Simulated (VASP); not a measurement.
Here is a VASP 6.6.1 calculation.

INCAR

```
  PREC = Accurate
  ENCUT = 600
  EDIFF = 1E-7
  ISMEAR = 0
  SIGMA = 0.1
  LREAL = F
  LASPH = T
  NELM = 100
  ALGO = Normal
  ISIF = 3
  LWAVE = F
  LCHARG = F
  GGA = PS
  IBRION = 2
  NSW = 80
  EDIFFG = -0.01
```

File KPOINTS:

```
regular mesh
0
Gamma
  18 18 18
```

POSCAR

```
W
1.0
   -1.5861829274      1.5861829274      1.5861829274
    1.5861829274     -1.5861829274      1.5861829274
    1.5861829274      1.5861829274     -1.5861829274
W
1
Direct
    0.0000000000      0.0000000000      0.0000000000
```

Potentials or basis: VASP PAW PBE potentials, release 64 (W_sv).

Launch:

```sh
$ cat potpaw_PBE.64/W_sv/POTCAR > POTCAR
$ mpirun -np 1 vasp_std > vasp.out
```

Problem. Predict the space group after relaxing (to 0.05 Å).

Solution. Im-3m (No. 229).

Problem. Predict the relaxed volume.

Solution. 15.73 Å³/atom.

Problem. Predict the relaxed cell.

Solution. a = 2.734 Å, b = 2.734 Å, c = 2.734 Å, α = 109.47°, β = 109.47°, γ = 109.47°.

The path:
```csv
step,energy change (eV),largest force (eV/Å),pressure (GPa),volume (Å³)
1,0.0000,0.0000,-4.75,15.96
2,0.0461,0.0000,20.01,14.89
3,-0.0036,0.0000,-0.13,15.73
4,-0.0036,0.0000,0.00,15.73
```

Caveat: the PAW data sets were made with another functional, which shifts forces and pressure a little.
